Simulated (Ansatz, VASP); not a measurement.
# Nb: VASP beside Ansatz

Contents of INCAR:

```
SYSTEM = Nb
  PREC = Accurate
  ENCUT = 520
  EDIFF = 1E-6
  ISMEAR = -1
  SIGMA = 0.05
  LREAL = .False.
  LASPH = .True.
  NELM = 60
  ALGO = Fast
  ISIF = 2
  LWAVE = .False.
  LCHARG = .True.
  GGA = PE
  LELF = .True.
  LVHAR = .True.
  NBANDS = 12
```

The input KPOINTS:

```
Automatic mesh
0
Gamma
  11 11 11
  0 0 0
```

The input POSCAR:

```
Nb
1.0
   -0.0410340000      2.1933810000      2.1088490000
    2.0464000000      0.0498140000      2.0180000000
    2.1262530000      2.1823850000     -0.0300390000
Nb
1
Direct
    0.0300770000     -0.0039730000     -0.0002200000
```

input.yaml

```yaml
crystal:
  lattice:
    - [-0.041034, 2.193381, 2.108849]
    - [2.0464, 0.049814, 2.018]
    - [2.126253, 2.182385, -0.030039]
  atoms:
    - { symbol: Nb, position: [0.030077, -0.003973, -0.00022] }
kpoints:
  mp_grid: { grid: [11, 11, 11] }
scf:
  occupations: { method: fermi_dirac, width: 0.05 }
hamiltonian:
  xc: pbe
  pseudopotentials: { kind: all_electron, lapw: { basis_error: 0.001 } }
output:
  forces: true
  stress: true
  eigenvalues: true
  populations: true
```

Change from the starting cell: cell strained at random at fixed volume.

Alike in both runs: task single point; functional PBE; k mesh 11 × 11 × 11; occupations fermi-dirac, width 0.05 eV; no spin polarisation.

|  | VASP | Ansatz |
| --- | --- | --- |
| version | VASP 6.6.1 | Ansatz 0.2.0 |
| potentials or method | VASP PAW PBE potentials, release 64 (Nb_sv), cutoff 520 eV | all-electron LAPW, scalar-relativistic |

|  | VASP | Ansatz | Ansatz less VASP |
| --- | --- | --- | --- |
| gap on the k mesh at the Fermi level (eV) | none | none | - |
| pressure (GPa) | -2.5 | -2.2 | +0.30 |
| traceless stress, the component that is largest in VASP (GPa) | 4.66 | 4.67 | +0.013 |

A gap of «none» marks a metal or a gap that the smearing closes. Ansatz ran all-electron here, and VASP with PAW potentials.
